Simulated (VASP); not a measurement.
# Au (Fm-3m) in VASP: a series of runs, part 2 of 2

VASP 6.6.1. Earlier steps stand in the parts before.

## Step 3: Single point, PBE (16.36 Å³/atom)

This run uses another cell than the first one, of 16.36 Å³/atom.

INCAR

```
SYSTEM = Au
PREC = Accurate
ENCUT = 520
EDIFF = 1E-7
ISMEAR = 0
SIGMA = 0.1
LREAL = .FALSE.
LASPH = .TRUE.
NELM = 60
ALGO = Normal
ISIF = 2
LWAVE = .FALSE.
LCHARG = .TRUE.
GGA = PE
LELF = .TRUE.
LVHAR = .TRUE.
NBANDS = 12
```

KPOINTS

```
Automatic mesh
0
G
  24 24 24
  0 0 0
```

POSCAR

```
Au
1.0
    0.0000000000      2.0147587808      2.0147587808
    2.0147587808      0.0000000000      2.0147587808
    2.0147587808      2.0147587808      0.0000000000
Au
1
Direct
    0.0000000000      0.0000000000      0.0000000000
```

Potentials or basis: VASP PAW PBE potentials, release 64 (Au).

The run is started by

```bash
cat potpaw_PBE.64/Au/POTCAR > POTCAR
mpirun -np 1 vasp_std > vasp.out
```

OUTCAR:

```text
SYSTEM = Au
   PREC = Accurate
   ENCUT = 520
   EDIFF = 1E-7
   ISMEAR = 0
   LREAL = .FALSE.
   LASPH = .TRUE.
   NELM = 60
   ISIF = 2
   GGA = PE

 ion  position               nearest neighbor table
   1  0.000  0.000  0.000-

  LATTYP: Found a face centered cubic cell.
 ALAT       =     4.0295175616

  Lattice vectors:

 A1 = (   0.0000000000,   2.0147587808,   2.0147587808)
 A2 = (   2.0147587808,   0.0000000000,   2.0147587808)
 A3 = (   2.0147587808,   2.0147587808,   0.0000000000)

[... 538 lines left out ...]
     12      35.6771      0.00000

 [... further k-points ...]

------------------------ aborting loop because EDIFF is reached ----------------------------------------

  FORCE on cell =-STRESS in cart. coord.  units (eV):
  Direction    XX          YY          ZZ          XY          YZ          ZX
  --------------------------------------------------------------------------------------
  -------------------------------------------------------------------------------------
  Total        1.7334726      1.7334726      1.7334726      0.0000000      0.0000000     -0.0000000
  in kB      169.7963689    169.7963689    169.7963689      0.0000000      0.0000000     -0.0000000
  external PRESSURE =     169.7963689 kB  Pullay stress =       0.0000000 kB

 VOLUME and BASIS-vectors are now :
 -----------------------------------------------------------------------------
  energy-cutoff  :      520.00
  volume of cell :       16.36
      direct lattice vectors                 reciprocal lattice vectors
     0.000000000  2.014758781  2.014758781    -0.248168667  0.248168667  0.248168667
     2.014758781  0.000000000  2.014758781     0.248168667 -0.248168667  0.248168667
     2.014758781  2.014758781  0.000000000     0.248168667  0.248168667 -0.248168667

 POSITION                                       TOTAL-FORCE (eV/Angst)
 -----------------------------------------------------------------------------------
      0.00000      0.00000      0.00000         0.000000      0.000000      0.000000
 -----------------------------------------------------------------------------------
    total drift:                               -0.000000      0.000000     -0.000000

  FREE ENERGIE OF THE ION-ELECTRON SYSTEM (eV)
  ---------------------------------------------------
  free  energy   TOTEN  =        -3.1453144452 eV

  energy  without entropy=       -3.1439671391  energy(sigma->0) =       -3.14464079
```

stdout:

```text
POSCAR found type information on POSCAR Au
 POSCAR found :  1 types and       1 ions
 scaLAPACK will be used
 LDA part: xc-table for (Slater+PW92), standard interpolation
 POSCAR, INCAR and KPOINTS ok, starting setup
 FFT: planning ... GRIDC
 FFT: planning ... GRID_SOFT
 FFT: planning ... GRID
 WAVECAR not read
 entering main loop
```

Wall time 55 s (1 thread of Intel Xeon 8259CL, shared host); peak memory 0.21 GiB.

What came out:

```
Free energy            : -3.1453 eV
Pressure               : 17.0 GPa
Band gap on the k mesh : zero (an odd number of electrons rules out a gap without spin polarisation)
```

Levels at points of the mesh, in eV from the Fermi level:
| k point | band 3 | band 4 | band 5 | band 6 | band 7 | band 8 | band 9 | band 10 |
| --- | --- | --- | --- | --- | --- | --- | --- | --- |
| (0.00, 0.00, 0.00) | -4.93 | -4.93 | -3.30 | -3.30 | 14.45 | 18.69 | 18.69 | 18.69 |
| (0.50, 0.00, 0.00) | -4.97 | -2.01 | -2.01 | -1.16 | 3.29 | 13.91 | 17.43 | 17.43 |
| (0.50, 0.50, 0.00) | -2.05 | -1.66 | -1.66 | 0.90 | 6.11 | 10.12 | 10.12 | 17.66 |

Caveat: the cell stands under pressure; spin-orbit coupling is left out, which moves the levels of the heavy elements.

## Step 4: Single point, PBE (16.90 Å³/atom)

This run uses another cell than the first one, of 16.90 Å³/atom.

INCAR

```
ALGO     = Normal         # electronic algorithm
EDIFF    = 1E-6           # SCF threshold, eV
ENCUT    = 520            # plane-wave cutoff, eV
GGA      = PE             # functional
ISIF     = 2              # what is computed and relaxed
ISMEAR   = 0              # smearing method
LASPH    = T              # aspherical terms in the spheres
LCHARG   = F              # write CHGCAR
LREAL    = F              # projectors in reciprocal space
LWAVE    = F              # write WAVECAR
NBANDS   = 12             # bands
NELM     = 60             # most SCF steps
PREC     = Accurate       # precision mode
SIGMA    = 0.1            # smearing width, eV
```

KPOINTS

```
k-points
0
Gamma
  24 24 24
```

POSCAR

```
Au
1.0
    0.0000000000      2.0366600487      2.0366600487
    2.0366600487      0.0000000000      2.0366600487
    2.0366600487      2.0366600487      0.0000000000
Au
1
Direct
    0.0000000000      0.0000000000      0.0000000000
```

The run is started by

```bash
cat potpaw_PBE.64/Au/POTCAR > POTCAR
mpirun -np 1 vasp_std > vasp.out
```

It took 57 s on 1 thread of Intel Xeon 8259CL, shared host; peak memory 0.21 GiB.

It converged, with:

```yaml
Free_energy: -3.1908 eV
Pressure: 10.0 GPa
Band_gap_on_the_k_mesh: zero (an odd number of electrons rules out a gap without spin polarisation)
```

Levels at points of the mesh, in eV from the Fermi level:
| k point | band 3 | band 4 | band 5 | band 6 | band 7 | band 8 | band 9 | band 10 |
| --- | --- | --- | --- | --- | --- | --- | --- | --- |
| (0.00, 0.00, 0.00) | -4.74 | -4.74 | -3.20 | -3.20 | 14.51 | 18.56 | 18.56 | 18.56 |
| (0.50, 0.00, 0.00) | -4.78 | -1.98 | -1.98 | -1.00 | 3.12 | 13.96 | 17.20 | 17.20 |
| (0.50, 0.50, 0.00) | -2.03 | -1.65 | -1.65 | 1.00 | 5.85 | 10.04 | 10.04 | 17.31 |

Caveat: the cell stands under pressure; spin-orbit coupling is left out, which moves the levels of the heavy elements.

## Step 5: Single point, PBE (17.44 Å³/atom)

This run uses another cell than the first one, of 17.44 Å³/atom.

INCAR

```
PREC = Accurate
ENCUT = 520
EDIFF = 1E-7
ISMEAR = 0
SIGMA = 0.1
LREAL = F
LASPH = T
NELM = 60
ALGO = Normal
ISIF = 2
LWAVE = F
LCHARG = F
GGA = PE
NBANDS = 12
```

KPOINTS

```
Automatic mesh
0
Gamma
  24 24 24
```

POSCAR

```
Au
1.0
    0.0000000000      2.0581001510      2.0581001510
    2.0581001510      0.0000000000      2.0581001510
    2.0581001510      2.0581001510      0.0000000000
Au
1
Direct
    0.0000000000      0.0000000000      0.0000000000
```

The run is started by

```bash
cat potpaw_PBE.64/Au/POTCAR > POTCAR
mpirun -np 1 vasp_std > vasp.out
```

It took 60 s on 1 thread of Intel Xeon 8259CL, shared host; peak memory 0.21 GiB.

It converged, with:

* Free energy: -3.2151 eV
* Pressure: 4.4 GPa
* Band gap on the k mesh: zero (an odd number of electrons rules out a gap without spin polarisation)

Levels at points of the mesh, in eV from the Fermi level:
```csv
k point,band 3,band 4,band 5,band 6,band 7,band 8,band 9,band 10
"(0.00, 0.00, 0.00)",-4.57,-4.57,-3.11,-3.11,14.56,18.42,18.42,18.42
"(0.50, 0.00, 0.00)",-4.60,-1.96,-1.96,-0.85,2.95,14.00,16.96,16.96
"(0.50, 0.50, 0.00)",-2.00,-1.65,-1.65,1.09,5.59,9.95,9.95,16.97
```

Caveat: the cell stands under pressure; spin-orbit coupling is left out, which moves the levels of the heavy elements.

## Step 6: Single point, PBE

This run uses another cell than the first one, of 17.97 Å³/atom.

INCAR

```
SYSTEM = Au
ALGO = Fast ; EDIFF = 1E-6
ENCUT = 520 ; GGA = PE
ISIF = 2 ; ISMEAR = 0
LASPH = .True. ; LCHARG = .False.
LREAL = .False. ; LWAVE = .False.
NBANDS = 12 ; NELM = 80
PREC = Accurate ; SIGMA = 0.1
```

KPOINTS

```
k-points
0
Gamma
  24 24 24
  0 0 0
```

POSCAR

```
Au
1.0
    0.0000000000      2.0791026236      2.0791026236
    2.0791026236      0.0000000000      2.0791026236
    2.0791026236      2.0791026236      0.0000000000
Au
1
Direct
    0.0000000000      0.0000000000      0.0000000000
```

Potentials or basis: VASP PAW PBE potentials, release 64 (Au).

The run is started by

```bash
cat potpaw_PBE.64/Au/POTCAR > POTCAR
mpirun -np 1 vasp_std > vasp.out
```

OUTCAR:

```text
SYSTEM = Au
   EDIFF = 1E-6
   ENCUT = 520
   GGA = PE
   ISIF = 2
   ISMEAR = 0
   LASPH = .True.
   LREAL = .False.
   NELM = 80
   PREC = Accurate

 ion  position               nearest neighbor table
   1  0.000  0.000  0.000-

  LATTYP: Found a face centered cubic cell.
 ALAT       =     4.1582052472

  Lattice vectors:

 A1 = (   0.0000000000,   2.0791026236,   2.0791026236)
 A2 = (   2.0791026236,   0.0000000000,   2.0791026236)
[... 540 lines left out ...]
     11      32.5865      0.00000
     12      32.7352      0.00000

 [... further k-points ...]

------------------------ aborting loop because EDIFF is reached ----------------------------------------

  FORCE on cell =-STRESS in cart. coord.  units (eV):
  Direction    XX          YY          ZZ          XY          YZ          ZX
  --------------------------------------------------------------------------------------
  -------------------------------------------------------------------------------------
  Total       -0.0193506     -0.0193506     -0.0193506      0.0000000      0.0000000      0.0000000
  in kB       -1.7248379     -1.7248379     -1.7248379      0.0000000      0.0000000      0.0000000
  external PRESSURE =      -1.7248379 kB  Pullay stress =       0.0000000 kB

 VOLUME and BASIS-vectors are now :
 -----------------------------------------------------------------------------
  energy-cutoff  :      520.00
  volume of cell :       17.97
      direct lattice vectors                 reciprocal lattice vectors
     0.000000000  2.079102624  2.079102624    -0.240488370  0.240488370  0.240488370
     2.079102624  0.000000000  2.079102624     0.240488370 -0.240488370  0.240488370
     2.079102624  2.079102624  0.000000000     0.240488370  0.240488370 -0.240488370

 POSITION                                       TOTAL-FORCE (eV/Angst)
 -----------------------------------------------------------------------------------
      0.00000      0.00000      0.00000         0.000000      0.000000      0.000000
 -----------------------------------------------------------------------------------
    total drift:                               -0.000000      0.000000      0.000000

  FREE ENERGIE OF THE ION-ELECTRON SYSTEM (eV)
  ---------------------------------------------------
  free  energy   TOTEN  =        -3.2221702526 eV

  energy  without entropy=       -3.2209040439  energy(sigma->0) =       -3.22153715
```

OSZICAR:

```text
N       E                     dE             d eps       ncg     rms          rms(c)
DAV:   1     0.486762203789E+02    0.48676E+02   -0.55666E+03 10360   0.812E+02
DAV:   2    -0.281622838724E+01   -0.51492E+02   -0.48621E+02 11568   0.183E+02
DAV:   3    -0.348228370360E+01   -0.66606E+00   -0.66550E+00 11936   0.204E+01
DAV:   4    -0.348459969890E+01   -0.23160E-02   -0.23159E-02 11976   0.138E+00
DAV:   5    -0.348461760088E+01   -0.17902E-04   -0.17902E-04 12148   0.116E-01    0.795E+00
RMM:   6    -0.323882873093E+01    0.24579E+00   -0.30444E-01  9972   0.458E+00    0.515E+00
RMM:   7    -0.322392347689E+01    0.14905E-01   -0.32970E-02 10638   0.170E+00    0.264E+00
RMM:   8    -0.322221149081E+01    0.17120E-02   -0.28017E-03 10986   0.438E-01    0.331E-01
RMM:   9    -0.322216478818E+01    0.46703E-04   -0.38855E-04 11556   0.168E-01    0.107E-01
RMM:  10    -0.322216879598E+01   -0.40078E-05   -0.56663E-05 11433   0.566E-02    0.499E-02
RMM:  11    -0.322217013592E+01   -0.13399E-05   -0.12416E-05 10609   0.226E-02    0.101E-02
RMM:  12    -0.322217025263E+01   -0.11671E-06   -0.10426E-06  9078   0.649E-03
   1 F= -.32221703E+01 E0= -.32215371E+01  d E =-.126621E-02
```

stdout:

```text
POSCAR found type information on POSCAR Au
 POSCAR found :  1 types and       1 ions
 scaLAPACK will be used
 LDA part: xc-table for (Slater+PW92), standard interpolation
 POSCAR, INCAR and KPOINTS ok, starting setup
 FFT: planning ... GRIDC
 FFT: planning ... GRID_SOFT
 FFT: planning ... GRID
 WAVECAR not read
 entering main loop
```

Wall time 59 s (1 thread of Intel Xeon 8259CL, shared host); peak memory 0.22 GiB.

What came out:

* Free energy: -3.2222 eV
* Pressure: -0.2 GPa
* Band gap on the k mesh: zero (an odd number of electrons rules out a gap without spin polarisation)

Caveat: spin-orbit coupling is left out, which moves the levels of the heavy elements.

## Step 7: Summary

```tsv
task	cell	k mesh	cutoff (eV)	gap on the mesh (eV)	pressure (GPa)
relaxation of cell and atoms	relaxed from a = 2.878 Å, angles 60.0°, 1 atom	8 × 8 × 8	600	none	-0.2
single point	a = 2.849 Å, angles 60.0°, 1 atom	24 × 24 × 24	520	none	17.0
single point	a = 2.880 Å, angles 60.0°, 1 atom	24 × 24 × 24	520	none	10.0
single point	a = 2.911 Å, angles 60.0°, 1 atom	24 × 24 × 24	520	none	4.4
single point	a = 2.940 Å, angles 60.0°, 1 atom	24 × 24 × 24	520	none	-0.2
```

Alike in all rows: level PBE; potentials or basis VASP PAW PBE potentials, release 64 (Au); no spin polarisation; smearing gaussian 0.1 eV.

Caveats: spin-orbit coupling is left out, which moves the levels of the heavy elements; the cell stands under pressure (at least some runs).

Total energies depend on the potentials used, so only differences within one code and one set of settings carry meaning.
